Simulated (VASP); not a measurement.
# TiSi16 (a cell with a defect) in VASP: further runs

TiSi16 (a cell with a defect) is run at these levels: PBEsol; tasks: single point.

Program: VASP 6.6.1. These are calculated values, not measurements. Logs are shortened: lines on timing, memory, paths and dates and some standing lists are left out, and cuts for length are marked.

## 1. The cell of the first run

The cell holds a defect, 17 atoms: a = 7.679 Å, b = 7.679 Å, c = 7.679 Å, α = 60.00°, β = 60.00°, γ = 60.00°.

## 2. Single point, PBEsol

File INCAR:

```
SYSTEM = TiSi16
ALGO = Normal
EDIFF = 1E-6
ENCUT = 520
GGA = PS
ISIF = 2
ISMEAR = 0
LASPH = .TRUE.
LCHARG = .FALSE.
LREAL = Auto
LWAVE = .FALSE.
NBANDS = 52
NELM = 100
PREC = Accurate
SIGMA = 0.02
```

File KPOINTS:

```
k-points
0
G
  2 2 2
  0 0 0
```

File POSCAR:

```
TiSi16
1.0
    0.0000000000      5.4300000000      5.4300000000
    5.4300000000      0.0000000000      5.4300000000
    5.4300000000      5.4300000000      0.0000000000
Si Ti
16 1
Direct
   -0.0087903415      0.0010328869      0.0063688407
    0.1136055925      0.1278817333      0.1276404131
   -0.0088127409      0.0093230748      0.5017115714
    0.1140845993      0.1248685357      0.6359700633
   -0.0085727018      0.5016285678      0.0052712006
    0.1137124324      0.6305643847      0.1278490429
   -0.0084353174      0.4974693496      0.5018932919
    0.1236197569      0.6265342359      0.6232147348
    0.4875517990      0.0088532123      0.0044453332
    0.6206727673      0.1256208370      0.1278188246
    0.4879470944      0.0051898409      0.5022317842
    0.6111222520      0.1441436776      0.6236976824
    0.4875986073      0.4987539125      0.0049257234
    0.6098186160      0.6261793436      0.1374640754
    0.4857340317      0.5078024721      0.4999462431
    0.6114326345      0.6211419607      0.6242553386
    0.7378869183      0.7556112748      0.7513732365
```

Potentials or basis: VASP PAW PBE potentials, release 64 (Si, Ti_sv).

Command:

```
$ cat potpaw_PBE.64/Si/POTCAR potpaw_PBE.64/Ti_sv/POTCAR > POTCAR
$ mpirun -np 1 vasp_std > vasp.out
```

OUTCAR:

```text
SYSTEM = TiSi16
   EDIFF = 1E-6
   ENCUT = 520
   GGA = PS
   ISIF = 2
   ISMEAR = 0
   LASPH = .TRUE.
   LREAL = Auto
   NELM = 100
   PREC = Accurate

 ion  position               nearest neighbor table
   1  0.991  0.001  0.006-   4 2.32   6 2.32   2 2.32  10 2.32
   2  0.114  0.128  0.128-   1 2.32   5 2.34   9 2.35   3 2.35
   3  0.991  0.009  0.502-   4 2.34   2 2.35  12 2.38   8 2.40  17 2.75
   4  0.114  0.125  0.636-   1 2.32   7 2.34   3 2.34  11 2.34
   5  0.991  0.502  0.005-   2 2.34   6 2.34  14 2.39   8 2.40  17 2.76
   6  0.114  0.631  0.128-   1 2.32   5 2.34  13 2.34   7 2.35
   7  0.992  0.497  0.502-   4 2.34   6 2.35  16 2.38   8 2.40  17 2.76
   8  0.124  0.627  0.623-  15 2.27   5 2.40   7 2.40   3 2.40  17 2.42
   9  0.488  0.009  0.004-  10 2.34   2 2.35  12 2.39  14 2.40  17 2.75
  10  0.621  0.126  0.128-   1 2.32  13 2.34   9 2.34  11 2.35
  11  0.488  0.005  0.502-   4 2.34  10 2.35  12 2.41  16 2.41  17 2.71
  12  0.611  0.144  0.624-  15 2.28   3 2.38   9 2.39  11 2.41  17 2.44
  13  0.488  0.499  0.005-  10 2.34   6 2.34  16 2.39  14 2.40  17 2.75
  14  0.610  0.626  0.137-  15 2.27   5 2.39  13 2.40   9 2.40  17 2.42
  15  0.486  0.508  0.500-   8 2.27  14 2.27  16 2.28  12 2.28
  16  0.611  0.621  0.624-  15 2.28   7 2.38  13 2.39  11 2.41  17 2.43
  17  0.738  0.756  0.751-   8 2.42  14 2.42  16 2.43  12 2.44  11 2.71   9 2.75   3 2.75  13 2.75
                             5 2.76   7 2.76

  LATTYP: Found a face centered cubic cell.
 ALAT       =    10.8600000000

  Lattice vectors:

 A1 = (   0.0000000000,   5.4300000000,   5.4300000000)
 A2 = (   5.4300000000,   0.0000000000,   5.4300000000)
 A3 = (   5.4300000000,   5.4300000000,   0.0000000000)

Analysis of symmetry for initial positions (statically):
=====================================================================
 Subroutine PRICEL returns:
 Original cell was already a primitive cell.

 Routine SETGRP: Setting up the symmetry group for a
 face centered cubic supercell.

 Subroutine GETGRP returns: Found  1 space group operations
 (whereof  1 operations were pure point group operations)
 out of a pool of 48 trial point group operations.

The static configuration has the point symmetry C_1 .

Analysis of symmetry for dynamics (positions and initial velocities):
=====================================================================
 Subroutine PRICEL returns:
 Original cell was already a primitive cell.

 Routine SETGRP: Setting up the symmetry group for a
 face centered cubic supercell.

 Subroutine GETGRP returns: Found  1 space group operations
[... 118 lines left out ...]
   EDIFFG = 0.1E-04   stopping-criterion for IOM
   NSW    =      0    number of steps for IOM
[... 5 lines left out ...]
   TEBEG  =    0.0;   TEEND  =   0.0 temperature during run
   PSTRESS=    0.0 pullay stress
   NELECT =      76.0000    total number of electrons
   NUPDOWN=      -1.0000    fix difference up-down
   EMIN   =  10.00;   EMAX   =-10.00  energy-range for DOS
   EFERMI =   0.00;   METHOD = LEGACY
   ISMEAR =     0;   SIGMA  =   0.02  broadening in eV -4-tet -1-fermi 0-gaus
   EFERMI_NEDOS =   21; number of points for ismear=-14 and -15
   IALGO  =     38    algorithm
   IMIX   =      4    mixing-type and parameters
     AMIX     =   0.40;   BMIX     =  1.00
     AMIX_MAG =   1.60;   BMIX_MAG =  1.00
  volume/ion in A,a.u.               =      18.84       127.11
  Fermi-wavevector in a.u.,A,eV,Ry     =   1.013607  1.915439 13.978610  1.027399
  Thomas-Fermi vector in A             =   2.146786
   LORBIT       =      0    0 simple, 1 ext, 2 COOP (PROOUT), +10 PAW based schemes
   GGA     = PS    functional components
   LHFCALC =     F    Hartree Fock is set to
   AEXX    =    0.0000 exact exchange contribution
   IVDW    =     0    specifies the selected vdW correction
   LEPSILON=     F    determine dielectric tensor
   LRPA    =     F    only Hartree local field effects (RPA)
 non-spin polarized calculation
 Gauss-broadening in eV      SIGMA  =   0.02
  energy-cutoff  :      520.00
  volume of cell :      320.21
 maximum number of plane-waves:      8646
 NGX is ok and might be reduce to    60
   NGX = 29   NGY = 29   NGZ = 29

 number of electron      76.0000001 magnetization

 Free energy of the ion-electron system (eV)
  ---------------------------------------------------
  ext. energy  EPLUGINS =         0.00000000
  ---------------------------------------------------
  free energy    TOTEN  =       -98.31750705 eV

  energy without entropy =      -98.31443330  energy(sigma->0) =      -98.31597018

 E-fermi :   6.8077     XC(G=0):  -9.8813

 val. band max:        6.8025951356   @ k =   0.0000   0.0000   0.5000
 cond. band min:       6.8117099078   @ k =   0.5000   0.0000   0.0000
 fundamental gap:      0.0091147722
 Fermi energy:         6.8077217148

 k-point     1 :       0.0000    0.0000    0.0000
  band No.  band energies     occupation
      1     -49.7325      2.00000
      2     -26.2235      2.00000
      3     -26.2083      2.00000
      4     -26.1959      2.00000
      5      -5.7876      2.00000
      6      -3.5549      2.00000
[... 413 lines left out ...]
     49       9.7687      0.00000
     50      10.4313      0.00000
 [bands above 50 left out]

------------------------ aborting loop because EDIFF is reached ----------------------------------------

  FORCE on cell =-STRESS in cart. coord.  units (eV):
  Direction    XX          YY          ZZ          XY          YZ          ZX
  --------------------------------------------------------------------------------------
  -------------------------------------------------------------------------------------
  Total        4.0476900      4.3337087      4.0294298     -0.0618629      0.0692640      0.1436198
  in kB       20.2529523     21.6840705     20.1615859     -0.3095360      0.3465683      0.7186137
  external PRESSURE =      20.6995362 kB  Pullay stress =       0.0000000 kB

 VOLUME and BASIS-vectors are now :
 -----------------------------------------------------------------------------
  energy-cutoff  :      520.00
  volume of cell :      320.21
      direct lattice vectors                 reciprocal lattice vectors
     0.000000000  5.430000000  5.430000000    -0.092081031  0.092081031  0.092081031
     5.430000000  0.000000000  5.430000000     0.092081031 -0.092081031  0.092081031
     5.430000000  5.430000000  0.000000000     0.092081031  0.092081031 -0.092081031

 POSITION                                       TOTAL-FORCE (eV/Angst)
 -----------------------------------------------------------------------------------
      0.04019      5.41685      5.38788        -0.000394     -0.004274      0.002506
      1.38749      1.30997      1.31128        -0.002833     -0.002873     -0.004039
      2.77492      8.10644      5.43277        -0.001483      0.007059      0.001902
      4.13135      4.07280      1.29752         0.001035      0.001433     -0.003326
      2.75247      5.41207      8.10729        -0.000674     -0.005569      0.004776
      4.11818      1.31168      4.04142         0.002133     -0.004695     -0.000473
[... 9 lines left out ...]
      6.76251      6.70979      6.69288        -0.002500     -0.006606     -0.002117
      8.18293      8.08668      8.10970        -0.001504      0.005799      0.001422
 -----------------------------------------------------------------------------------
    total drift:                               -0.003482      0.003518      0.002498

  FREE ENERGIE OF THE ION-ELECTRON SYSTEM (eV)
  ---------------------------------------------------
  free  energy   TOTEN  =       -98.3175070538 eV

  energy  without entropy=      -98.3144332965  energy(sigma->0) =      -98.31597018
```

OSZICAR:

```text
N       E                     dE             d eps       ncg     rms          rms(c)
DAV:   1     0.333448963183E+03    0.33345E+03   -0.30882E+04   848   0.126E+03
DAV:   2    -0.649712607982E+02   -0.39842E+03   -0.38072E+03   968   0.245E+02
DAV:   3    -0.991372726294E+02   -0.34166E+02   -0.33381E+02  1204   0.655E+01
DAV:   4    -0.101517202089E+03   -0.23799E+01   -0.23401E+01  1296   0.150E+01
DAV:   5    -0.101579454744E+03   -0.62253E-01   -0.62157E-01  1128   0.215E+00    0.192E+01
DAV:   6    -0.100473237350E+03    0.11062E+01   -0.16246E+01  1136   0.194E+01    0.144E+01
DAV:   7    -0.992152085538E+02    0.12580E+01   -0.20964E+01  1136   0.229E+01    0.951E+00
DAV:   8    -0.984330223935E+02    0.78219E+00   -0.15048E+00  1024   0.566E+00    0.296E+00
DAV:   9    -0.983170277385E+02    0.11599E+00   -0.50734E-01  1280   0.296E+00    0.567E-01
DAV:  10    -0.983169989696E+02    0.28769E-04   -0.25089E-02  1052   0.581E-01    0.388E-01
DAV:  11    -0.983177648422E+02   -0.76587E-03   -0.40896E-03  1104   0.253E-01    0.231E-01
DAV:  12    -0.983174872796E+02    0.27756E-03   -0.13971E-03  1104   0.197E-01    0.566E-02
DAV:  13    -0.983175079201E+02   -0.20640E-04   -0.14304E-04  1072   0.499E-02    0.178E-02
DAV:  14    -0.983175064548E+02    0.14653E-05   -0.17871E-05  1072   0.200E-02    0.708E-03
DAV:  15    -0.983175070538E+02   -0.59901E-06   -0.16220E-06   680   0.568E-03
   1 F= -.98317507E+02 E0= -.98315970E+02  d E =-.307376E-02
```

stdout:

```text
POSCAR found type information on POSCAR SiTi
 POSCAR found :  2 types and      17 ions
 scaLAPACK will be used
 -----------------------------------------------------------------------------
|                                                                             |
|                                                                             |
|     You enforced a specific xc type in the INCAR file but a different       |
|     I HOPE YOU KNOW WHAT YOU ARE DOING!                                     |
|                                                                             |
 -----------------------------------------------------------------------------

 LDA part: xc-table for (Slater+PW92), standard interpolation
 POSCAR, INCAR and KPOINTS ok, starting setup
 FFT: planning ... GRIDC
 FFT: planning ... GRID_SOFT
 FFT: planning ... GRID
 WAVECAR not read
 entering main loop
```

Wall time 5.5 min (1 thread of AMD EPYC 7R13 (Zen 3), shared host); peak memory 0.46 GiB.

What came out:

```yaml
Free_energy: -98.3175 eV
Pressure: 2.1 GPa
Largest_force: 0.013 eV/Å
Band_gap_on_the_k_mesh: zero (bands 38 and 39 overlap by 0.38 eV)
```

Forces on the atoms (eV/Å):
```
Si   0.000 -0.004  0.003
Si  -0.003 -0.003 -0.004
Si  -0.001  0.007  0.002
Si   0.001  0.001 -0.003
Si  -0.001 -0.006  0.005
Si   0.002 -0.005  0.000
Si  -0.001  0.003  0.002
Si  -0.001  0.000  0.001
Si  -0.002  0.009  0.000
Si  -0.001  0.002 -0.003
Si  -0.005 -0.010  0.003
Si   0.004 -0.004 -0.002
Si   0.001  0.004  0.004
Si   0.012 -0.004 -0.004
Si  -0.002  0.009 -0.002
Si  -0.003 -0.007 -0.002
Ti  -0.002  0.006  0.001
```

Caveat: the k points lie up to 0.50 Å⁻¹ apart; the PAW data sets were made with another functional, which shifts forces and pressure a little.

## 3. Single point, PBEsol

File INCAR:

```
PREC = Accurate
ENCUT = 520
EDIFF = 1E-6
ISMEAR = 0
SIGMA = 0.02
LREAL = Auto
LASPH = T
NELM = 60
ALGO = Normal
ISIF = 2
LWAVE = F
LCHARG = F
GGA = PS
NBANDS = 52
```

File KPOINTS:

```
Automatic mesh
0
Gamma
  2 2 2
```

File POSCAR:

```
TiSi16
1.0
    0.0000000000      5.4300000000      5.4300000000
    5.4300000000      0.0000000000      5.4300000000
    5.4300000000      5.4300000000      0.0000000000
Si Ti
16 1
Direct
   -0.0186331420      0.0152819775     -0.0003211504
    0.1201769597      0.1370981664      0.1224255044
    0.0000696629      0.0037211677      0.4964411891
    0.1163970612      0.1374709349      0.6192843427
   -0.0000869877      0.5112938834     -0.0107247423
    0.1166933637      0.6344031529      0.1225541846
   -0.0023115539      0.5114742506      0.4965615019
    0.1242310392      0.6331494870      0.6187951280
    0.5037959216      0.0149834128     -0.0005465681
    0.6179257743      0.1388227548      0.1247683883
    0.4989467654      0.0154492010      0.4869656865
    0.6272057366      0.1374433453      0.6190505833
    0.4992345649      0.5015612554      0.0003475008
    0.6268085337      0.6341295124      0.1225171446
    0.4946545736      0.5114256919      0.4964877414
    0.6239318369      0.6335887082      0.6188174794
    0.3697698599      0.8873286277      0.8729938857
```

Potentials or basis: VASP PAW PBE potentials, release 64 (Si, Ti_sv).

Command:

```
$ cat potpaw_PBE.64/Si/POTCAR potpaw_PBE.64/Ti_sv/POTCAR > POTCAR
$ mpirun -np 1 vasp_std > vasp.out
```

Run time: 5.3 min. Hardware: 1 thread of AMD EPYC 7R13 (Zen 3), shared host; peak memory 0.46 GiB.

The run converged. Its results:

```
Free energy            : -98.3175 eV
Pressure               : 2.1 GPa
Largest force          : 0.046 eV/Å
Band gap on the k mesh : zero (bands 38 and 39 overlap by 0.38 eV)
```

Forces on the atoms (eV/Å):
```
Si  -0.016  0.004 -0.004
Si   0.020  0.000 -0.001
Si  -0.003  0.006 -0.006
Si  -0.002  0.001 -0.005
Si   0.006 -0.001  0.002
Si   0.001 -0.003 -0.004
Si   0.001  0.001  0.001
Si   0.011 -0.006  0.006
Si  -0.014  0.004 -0.002
Si   0.010 -0.014  0.015
Si   0.002 -0.004  0.003
Si  -0.001  0.004 -0.002
Si  -0.015  0.030 -0.031
Si   0.003  0.002  0.002
Si   0.001  0.000 -0.001
Si   0.009 -0.004  0.002
Ti  -0.012 -0.021  0.025
```

Stress tensor (GPa, compression positive):
```
 2.14  0.02 -0.02
 0.02  2.03  0.10
-0.02  0.10  2.03
```

Levels at points of the mesh, in eV from the Fermi level:
| k point | band 34 | band 35 | band 36 | band 37 | band 38 | band 39 | band 40 | band 41 | band 42 | band 43 |
| --- | --- | --- | --- | --- | --- | --- | --- | --- | --- | --- |
| (0.00, 0.00, 0.00) | -0.94 | -0.94 | -0.93 | -0.40 | -0.37 | -0.34 | -0.14 | -0.10 | 0.23 | 0.86 |
| (0.50, 0.00, 0.00) | -1.92 | -1.29 | -1.28 | -0.25 | 0.04 | 0.06 | 0.44 | 0.44 | 0.78 | 1.24 |
| (0.00, 0.50, 0.00) | -1.92 | -1.29 | -1.29 | -0.28 | 0.00 | 0.07 | 0.44 | 0.46 | 0.82 | 1.22 |
| (0.00, 0.00, 0.50) | -1.92 | -1.29 | -1.28 | -0.28 | 0.00 | 0.06 | 0.44 | 0.46 | 0.82 | 1.22 |
| (0.50, 0.50, 0.50) | -1.92 | -1.30 | -1.28 | -0.25 | 0.03 | 0.07 | 0.44 | 0.45 | 0.78 | 1.24 |
| (0.50, 0.50, 0.00) | -1.93 | -1.93 | -1.81 | -0.70 | -0.03 | 0.59 | 0.60 | 1.10 | 1.34 | 1.75 |
| (0.00, 0.50, 0.50) | -1.92 | -1.92 | -1.82 | -0.71 | -0.04 | 0.58 | 0.63 | 1.10 | 1.33 | 1.78 |
| (0.50, 0.00, 0.50) | -1.93 | -1.93 | -1.81 | -0.70 | -0.03 | 0.59 | 0.60 | 1.10 | 1.34 | 1.75 |

Caveat: the k points lie up to 0.50 Å⁻¹ apart; the PAW data sets were made with another functional, which shifts forces and pressure a little.

(Continued in part 2 of 2.)
